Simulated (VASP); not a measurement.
# HC12 in VASP: notebook, part 3 of 3

VASP 6.6.1. Earlier steps stand in the parts before.

## Step 4: Single point, LDA

The input, INCAR:

```
ALGO = Normal
DIPOL = 0.5 0.5 0.300
EDIFF = 1E-7
ENCUT = 520
IDIPOL = 3
ISIF = 2
ISMEAR = 0
LASPH = T
LCHARG = F
LDIPOL = T
LREAL = Auto
LWAVE = F
NBANDS = 68
NELM = 100
PREC = Accurate
SIGMA = 0.05
```

The input, KPOINTS:

```
k-points
0
Gamma
  6 4 1
```

The input, POSCAR:

```
HC12
1.0
    4.8892663280      0.0000000000      0.0000000000
   -2.4446331640      6.7739291692      0.0000000000
    0.0000000000      0.0000000000     22.7684096771
C H
24 2
Direct
    0.4020794403      0.3041588806      0.1756820110
    0.4020794403      0.8041588805      0.1756820110
    0.9020794403      0.3041588806      0.1756820110
    0.9020794403      0.8041588805      0.1756820110
    0.1630408159      0.3260816317      0.2059829668
    0.1630408159      0.8260816317      0.2059829668
    0.6630408159      0.3260816317      0.2059829668
    0.6630408159      0.8260816317      0.2059829668
    0.1846395683      0.3692791367      0.2666259491
    0.1846395683      0.8692791367      0.2666259491
    0.6846395683      0.3692791367      0.2666259491
    0.6846395683      0.8692791367      0.2666259491
    0.4461625696      0.3923265051      0.2960492075
    0.4461625696      0.8923265051      0.2960492075
    0.9461625696      0.3923265051      0.2960492075
    0.9461625696      0.8923265051      0.2960492075
    0.4715644646      0.4431294558      0.3591099590
    0.4715644646      0.9431294558      0.3591099590
    0.9715644646      0.4431294558      0.3591099590
    0.9715644646      0.9431294558      0.3591099590
    0.2327030006      0.4654044969      0.3851129614
    0.2327030006      0.9654044969      0.3851129614
    0.7327030006      0.4654044969      0.3851129614
    0.7327030006      0.9654044969      0.3851129614
    0.2327030006      0.9015988039      0.5168744697
    0.2327030006      1.0292101898      0.5168744697
```

Potentials or basis: VASP PAW LDA potentials, release 64 (C, H).

Started as:

```bash
cat potpaw_LDA.64/C/POTCAR potpaw_LDA.64/H/POTCAR > POTCAR
mpirun -np 1 vasp_std > vasp.out
```

OUTCAR:

```text
EDIFF = 1E-7
   ENCUT = 520
   ISIF = 2
   ISMEAR = 0
   LASPH = T
   LREAL = Auto
   NELM = 100
   PREC = Accurate

 ion  position               nearest neighbor table
   1  0.402  0.304  0.176-   5 1.41   7 1.41
   2  0.402  0.804  0.176-   8 1.41   6 1.41
   3  0.902  0.304  0.176-   7 1.41   5 1.41
   4  0.902  0.804  0.176-   6 1.41   8 1.41
   5  0.163  0.326  0.206-   1 1.41   3 1.41   9 1.41
   6  0.163  0.826  0.206-   4 1.41   2 1.41  10 1.41
   7  0.663  0.326  0.206-   3 1.41   1 1.41  11 1.41
   8  0.663  0.826  0.206-   2 1.41   4 1.41  12 1.41
   9  0.185  0.369  0.267-  13 1.40  15 1.40   5 1.41
  10  0.185  0.869  0.267-  14 1.40  16 1.40   6 1.41
[... 8 lines left out ...]
  19  0.972  0.443  0.359-  23 1.37  21 1.37  15 1.48
  20  0.972  0.943  0.359-  24 1.37  22 1.37  16 1.48
  21  0.233  0.465  0.385-  17 1.37  19 1.37
  22  0.233  0.965  0.385-  18 1.37  20 1.37
  23  0.733  0.465  0.385-  19 1.37  17 1.37
  24  0.733  0.965  0.385-  20 1.37  18 1.37
  25  0.233  0.902  0.517-
  26  0.233  0.029  0.517-

  LATTYP: Found a base centered orthorhombic cell.
 ALAT       =     4.8892663280
 B/A-ratio  =     2.7709389159
 C/A-ratio  =     4.6568151845

  Lattice vectors:

 A1 = (   2.4446331640,  -6.7739291692,   0.0000000000)
 A2 = (   2.4446331640,   6.7739291692,   0.0000000000)
 A3 = (   0.0000000000,   0.0000000000,  22.7684096771)

Analysis of symmetry for initial positions (statically):
=====================================================================
 Subroutine PRICEL returns:
 Original cell was already a primitive cell.

 Routine SETGRP: Setting up the symmetry group for a
 base centered orthorhombic supercell.

 Subroutine GETGRP returns: Found  1 space group operations
 (whereof  1 operations were pure point group operations)
 out of a pool of  8 trial point group operations.

The static configuration has the point symmetry C_1 .

Analysis of symmetry for dynamics (positions and initial velocities):
=====================================================================
 Subroutine PRICEL returns:
 Original cell was already a primitive cell.

 Routine SETGRP: Setting up the symmetry group for a
 base centered orthorhombic supercell.

 Subroutine GETGRP returns: Found  1 space group operations
 (whereof  1 operations were pure point group operations)
 out of a pool of  8 trial point group operations.

The dynamic configuration has the point symmetry C_1 .

 Subroutine INISYM returns: Found  1 space group operations
 (whereof  1 operations are pure point group operations),
 and found     1 'primitive' translations

----------------------------------------------------------------------------------------

                                     Primitive cell

  volume of cell :     754.0793

  direct lattice vectors                    reciprocal lattice vectors
     4.889266328  0.000000000  0.000000000     0.204529664  0.073812405  0.000000000
    -2.444633164  6.773929169  0.000000000     0.000000000  0.147624809  0.000000000
     0.000000000  0.000000000 22.768409677     0.000000000  0.000000000  0.043920503

  length of vectors
     4.889266328  7.201551756 22.768409677     0.217441152  0.147624809  0.043920503

  position of ions in fractional coordinates (direct lattice)
     0.402079440  0.304158881  0.175682011
[... 122 lines left out ...]
   dimension x,y,z NGX =    36 NGY =   54 NGZ =  180
   dimension x,y,z NGXF=    72 NGYF=  108 NGZF=  360
   ions per type =              24   2
   NGX,Y,Z   is equivalent  to a cutoff of  12.24, 12.47, 13.14 a.u.
   NGXF,Y,Z  is equivalent  to a cutoff of  24.48, 24.93, 26.29 a.u.
 SYSTEM =  unknown system
   PREC   = accura    normal or accurate (medium, high low for compatibility)
   ISTART =      0    job   : 0-new  1-cont  2-samecut
   ICHARG =      2    charge: 1-file 2-atom 10-const
   ISPIN  =      1    spin polarized calculation?
   LNONCOLLINEAR =      F non collinear calculations
   LSORBIT =      F    spin-orbit coupling
   LASPH  =      T    aspherical Exc in radial PAW
   ENCUT  =  520.0 eV  38.22 Ry    6.18 a.u.   9.09 13.39 42.33*2*pi/ulx,y,z
   NELM   =    100;   NELMIN=  2; NELMDL= -5     # of ELM steps
   EDIFF  = 0.1E-06   stopping-criterion for ELM
   LREAL  =      T    real-space projection
   EDIFFG = 0.1E-05   stopping-criterion for IOM
   NSW    =      0    number of steps for IOM
   IBRION =     -1    ionic relax: 0-MD 1-quasi-New 2-CG
   NFREE  =      0    steps in history (QN), initial steepest desc. (CG)
   ISIF   =      2    stress and relaxation
   ISYM   =      2    0-nonsym 1-usesym 2-fastsym
   POTIM  = 0.5000    time-step for ionic-motion
   TEBEG  =    0.0;   TEEND  =   0.0 temperature during run
   PSTRESS=    0.0 pullay stress
   NELECT =      98.0000    total number of electrons
   NUPDOWN=      -1.0000    fix difference up-down
   EMIN   =  10.00;   EMAX   =-10.00  energy-range for DOS
   EFERMI =   0.00;   METHOD = LEGACY
   ISMEAR =     0;   SIGMA  =   0.05  broadening in eV -4-tet -1-fermi 0-gaus
   EFERMI_NEDOS =   21; number of points for ismear=-14 and -15
   IALGO  =     38    algorithm
   IMIX   =      4    mixing-type and parameters
     AMIX     =   0.40;   BMIX     =  1.00
     AMIX_MAG =   1.60;   BMIX_MAG =  1.00
  volume/ion in A,a.u.               =      29.00       195.72
  Fermi-wavevector in a.u.,A,eV,Ry     =   0.829235  1.567028  9.355793  0.687631
  Thomas-Fermi vector in A             =   1.941748
   LORBIT       =      0    0 simple, 1 ext, 2 COOP (PROOUT), +10 PAW based schemes
   GGA     = CA    functional components
   LHFCALC =     F    Hartree Fock is set to
   AEXX    =    0.0000 exact exchange contribution
   IVDW    =     0    specifies the selected vdW correction
   LEPSILON=     F    determine dielectric tensor
   LRPA    =     F    only Hartree local field effects (RPA)
 non-spin polarized calculation
 Gauss-broadening in eV      SIGMA  =   0.05
  energy-cutoff  :      520.00
  volume of cell :      754.08
 maximum number of plane-waves:     20327
   NGX = 19   NGY = 27   NGZ = 85

 dipolmoment           0.000000      0.000000      0.005310 electrons x Angstroem

 number of electron      98.0000001 magnetization

 dipolmoment           0.000000      0.000000     -0.135011 electrons x Angstroem

 Free energy of the ion-electron system (eV)
  ---------------------------------------------------
  ext. energy  EPLUGINS =         0.00000000
  ---------------------------------------------------
  free energy    TOTEN  =      -221.17501797 eV

  energy without entropy =     -221.14937845  energy(sigma->0) =     -221.16219821

 E-fermi :  -3.6219     XC(G=0):  -3.9948

 val. band max:       -3.6297803243   @ k =   0.3333   0.5000   0.0000
 cond. band min:      -3.6051705759   @ k =   0.3333   0.0000   0.0000
 fundamental gap:      0.0246097484
 Fermi energy:        -3.6219330998

 k-point     1 :       0.0000    0.0000    0.0000
  band No.  band energies     occupation
      1     -22.5465      2.00000
      2     -22.2177      2.00000
      3     -20.7978      2.00000
      4     -20.5349      2.00000
      5     -18.3090      2.00000
      6     -18.1691      2.00000
[... 885 lines left out ...]
     60       2.0549      0.00000
     61       2.1490      0.00000
 [bands above 61 left out]

------------------------ aborting loop because EDIFF is reached ----------------------------------------

 vacuum level on the upper side and lower side of the slab       (xc-potential included)        -0.402         0.299

  FORCE on cell =-STRESS in cart. coord.  units (eV):
  Direction    XX          YY          ZZ          XY          YZ          ZX
  --------------------------------------------------------------------------------------
  -------------------------------------------------------------------------------------
  Total        1.4718127     -3.9416270      4.5122350      0.9098294      1.7348586     -0.0103959
  in kB        3.1271312     -8.3746963      9.5870556      1.9330963      3.6860195     -0.0220879
  external PRESSURE =       1.4464968 kB  Pullay stress =       0.0000000 kB

 VOLUME and BASIS-vectors are now :
 -----------------------------------------------------------------------------
  energy-cutoff  :      520.00
  volume of cell :      754.08
      direct lattice vectors                 reciprocal lattice vectors
     4.889266328  0.000000000  0.000000000     0.204529664  0.073812405  0.000000000
    -2.444633164  6.773929169  0.000000000     0.000000000  0.147624809  0.000000000
     0.000000000  0.000000000 22.768409677     0.000000000  0.000000000  0.043920503

 POSITION                                       TOTAL-FORCE (eV/Angst)
 -----------------------------------------------------------------------------------
      1.22232      2.06035      4.00000         0.001512      0.297491      1.830469
      0.00000      5.44732      4.00000         0.016704      0.290587      1.797377
      3.66695      2.06035      4.00000         0.002858      0.296259      1.828189
      2.44463      5.44732      4.00000        -0.012380      0.290490      1.797349
      0.00000      2.20885      4.68990         0.000311     -0.705173     -3.479098
     -1.22232      5.59582      4.68990        -0.000670     -0.703125     -3.442154
[... 18 lines left out ...]
     -1.06633      6.10737     11.76841        -1.031298      2.877586     -0.045475
      1.06634      0.19787     11.76841         1.032700     -2.880845     -0.058078
 -----------------------------------------------------------------------------------
    total drift:                               -0.009820      0.011199      0.022967

  FREE ENERGIE OF THE ION-ELECTRON SYSTEM (eV)
  ---------------------------------------------------
  free  energy   TOTEN  =      -221.1750179688 eV

  energy  without entropy=     -221.1493784534  energy(sigma->0) =     -221.16219821

 vacuum level on the upper side and lower side of the slab         2.709         3.431
```

Run time: 39 min. Hardware: 1 thread of Intel Xeon Platinum 8259CL at 2.50GHz (Skylake/Cascade Lake), shared host; peak memory 0.8 GiB.

What came out:

```
Free energy            : -221.1750 eV
Largest force          : 3.550 eV/Å
Band gap on the k mesh : zero (band 49 reaches -3.59 eV, above the bottom of band 50 at -3.64 eV)
```

Forces on the atoms (eV/Å):
```
C    0.002  0.297  1.830
C    0.017  0.291  1.797
C    0.003  0.296  1.828
C   -0.012  0.290  1.797
C    0.000 -0.705 -3.479
C   -0.001 -0.703 -3.442
C   -0.002 -0.705 -3.480
C   -0.001 -0.696 -3.423
C   -0.002  0.395  1.552
C   -0.003  0.391  1.526
C   -0.003  0.395  1.551
C   -0.002  0.394  1.543
C    0.003 -0.006  0.017
C   -0.016  0.005  0.036
C    0.000  0.000  0.017
C    0.018  0.005  0.036
C    0.002 -0.065 -0.052
C    0.013 -0.055  0.009
C    0.002 -0.064 -0.055
C   -0.009 -0.058  0.006
C   -0.004  0.083  0.144
C   -0.005  0.055  0.032
C   -0.002  0.081  0.132
C   -0.001  0.081  0.181
H   -1.031  2.878 -0.045
H    1.033 -2.881 -0.058
```

Levels at points of the mesh, in eV from the Fermi level:
```csv
k point,band 46,band 47,band 48,band 49,band 50,band 51,band 52,band 53
"(0.00, 0.00, 0.00)",-0.43,-0.26,-0.26,-0.19,0.36,0.38,0.41,0.77
"(0.50, 0.00, 0.00)",-0.15,-0.14,-0.05,-0.04,0.03,0.03,0.14,0.14
"(0.00, 0.50, 0.00)",-0.38,-0.35,-0.26,-0.26,0.40,0.42,0.58,0.62
"(0.50, 0.50, 0.00)",-0.15,-0.14,-0.05,-0.04,0.03,0.03,0.14,0.14
```
